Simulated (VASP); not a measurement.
A run of VASP 6.6.1:

File INCAR:

```
SYSTEM = Al3GaN4
PREC     = Accurate       ! precision mode
ENCUT    = 520            ! plane-wave cutoff, eV
EDIFF    = 1E-6           ! SCF threshold, eV
ISMEAR   = 0              ! smearing method
SIGMA    = 0.05           ! smearing width, eV
LREAL    = .False.        ! projectors in reciprocal space
LASPH    = .True.         ! aspherical terms in the spheres
NELM     = 100            ! most SCF steps
ALGO     = Normal         ! electronic algorithm
ISIF     = 2              ! what is computed and relaxed
LWAVE    = .False.        ! write WAVECAR
LCHARG   = .True.         ! write CHGCAR
GGA      = PS             ! functional
LELF     = .True.         ! ELF
LVHAR    = .True.       
NBANDS   = 31             ! bands
```

Contents of KPOINTS:

```
Automatic mesh
0
Gamma
  6 8 4
  0 0 0
```

Contents of POSCAR:

```
Al3GaN4
1.0
    5.0434079743      0.0000000000      0.0001149899
    0.0000000000      3.1300738979      0.0000000000
   -0.0032362578      0.0000000000      5.4179919454
Al Ga N
3 1 4
Direct
    0.5324905297      0.5000000000      0.1888140136
    0.0009207031      0.5000000000      0.8348055926
    0.0010880657      0.0000000000      0.3316926346
    0.4994217128      0.0000000000      0.6662009018
    0.1111724737      0.0000000000      0.6663292504
    0.1224543244      0.5000000000      0.1671578642
    0.6251234792      0.5000000000      0.8401923549
    0.6231881982      0.0000000000      0.3262928352
```

Potentials or basis: VASP PAW PBE potentials, release 64 (Al, Ga_d, N).

Run with:

```sh
$ cat potpaw_PBE.64/Al/POTCAR potpaw_PBE.64/Ga_d/POTCAR potpaw_PBE.64/N/POTCAR > POTCAR
$ mpirun -np 1 vasp_std > vasp.out
```

Hardware: 1 thread of Intel Xeon 8259CL (shared host).

Q: Estimate the wall time of this run.

A: It took 4.2 min on 1 thread of Intel Xeon 8259CL, with other jobs on the host, peak memory 0.3 GiB. Counts: scf iterations 14, k points 70.
